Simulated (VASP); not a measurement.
# TaTe: single point with PBE+D3(BJ)

TaTe:

```
CELL_PARAMETERS angstrom
3.42009 0.00000 0.00000
0.00000 3.42009 0.00000
0.00000 0.00000 3.42009
ATOMIC_POSITIONS crystal
Ta 0.50000 0.50000 0.50000
Te 0.00000 0.00000 0.00000
```

```json
{
  "Program": "VASP 6.6.1",
  "Task": "single point",
  "Functional": "PBE",
  "Dispersion": "D3(BJ)",
  "Potentials or basis": "VASP PAW PBE potentials, release 64 (Ta_pv, Te)",
  "Cutoff": "520 eV",
  "k mesh": "8 × 8 × 8",
  "Occupations": "fermi-dirac, width 0.05 eV",
  "Spin": "no spin polarisation",
  "Dipole correction": "no",
  "Further INCAR settings": "ALGO = Normal; EDIFF = 1e-07; NBANDS = 16"
}
```

```json
{
 "Pressure": "-5.4 GPa",
 "Dispersion energy per atom": "-0.659 eV"
}
```

Levels at points of the mesh, in eV from the Fermi level:
| k point | band 6 | band 7 | band 8 | band 9 | band 10 | band 11 | band 12 | band 13 |
| --- | --- | --- | --- | --- | --- | --- | --- | --- |
| (0.00, 0.00, 0.00) | -2.82 | -1.46 | -1.46 | -1.46 | 1.39 | 1.39 | 1.39 | 2.07 |
| (0.50, 0.00, 0.00) | -2.96 | -2.96 | -1.99 | 1.58 | 2.71 | 4.39 | 5.04 | 5.25 |
| (0.50, 0.50, 0.00) | -5.90 | -3.41 | -0.27 | -0.27 | 0.49 | 1.45 | 3.11 | 3.52 |
| (0.50, 0.50, 0.50) | -6.70 | -6.70 | 1.50 | 1.50 | 1.50 | 3.25 | 3.25 | 4.52 |

Run time: 41 s on 1 thread of Intel(R) Xeon(R) Platinum 8175M CPU @ 2.50GHz (Skylake/Cascade Lake) (shared host), peak memory 0.18 GiB.

Caveat: three body term missing; spin-orbit coupling is left out, which moves the levels of the heavy elements; pairwise dispersion overbinds metals, which lowers pressure and volume.
